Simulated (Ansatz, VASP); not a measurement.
Ba: VASP beside Ansatz

```xyz
3
Lattice="7.3206 0.0000 0.0000 -3.6603 6.3398 0.0000 0.0000 0.0000 4.2960" Properties=species:S:1:pos:R:3 pbc="T T T"
Ba    7.3206    0.0000    4.2960
Ba    0.0000    4.2265    2.1480
Ba    3.6603    2.1133    2.1480
```

Alike in both runs: task single point; functional r2SCAN; k mesh 6 × 6 × 8; occupations fermi-dirac, width 0.1 eV; no spin polarisation.

|  | VASP | Ansatz |
| --- | --- | --- |
| version | VASP 6.6.1 | Ansatz 0.2.0 |
| potentials or method | VASP PAW PBE potentials, release 64 (Ba_sv), cutoff 520 eV | plane waves (500 eV) with PAW, scalar-relativistic |
| valence electrons in the cell | 30 | 30 |

```tsv
	VASP	Ansatz	Ansatz less VASP
pressure (GPa)	0.0	0.0	-0.04
```

VASP's potentials were made for PBE, not for r2SCAN. With one functional, cell and mesh, what is left measures potentials, basis and numerics.

Spin-orbit coupling is off throughout.
